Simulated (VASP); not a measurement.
A run of VASP 6.6.1 is set up as follows.

Contents of INCAR:

```
PREC = Accurate ; ENCUT = 500
EDIFF = 1E-6 ; ISMEAR = -4
SIGMA = 0.03 ; LREAL = F
LASPH = T ; NELM = 120
ALGO = Normal ; ISIF = 2
LWAVE = F ; LCHARG = F
GGA = PS ; NBANDS = 16
GGA_COMPAT = F
```

Contents of KPOINTS:

```
regular mesh
0
Gamma
  10 10 10
```

POSCAR

```
GaAs
1.0
    0.0000000000      3.0163268808      3.0163268808
    3.0163268808      0.0000000000      3.0163268808
    3.0163268808      3.0163268808      0.0000000000
Ga As
1 1
Direct
    0.0000000000      0.0000000000      0.0000000000
    0.7500000000      0.7500000000      0.7500000000
```

Potentials or basis: VASP PAW PBE potentials, release 64 (Ga_d, As).

Run with:

```sh
$ cat potpaw_PBE.64/Ga_d/POTCAR potpaw_PBE.64/As/POTCAR > POTCAR
$ mpirun -np 1 vasp_std > vasp.out
```

(1) Estimate the band gap on the k mesh.

(2) What does it give for the pressure?

Results:

(1) zero (filled and empty bands touch).

(2) -8.4 GPa.

Caveat: the PAW data sets were made with another functional, which shifts forces and pressure a little.
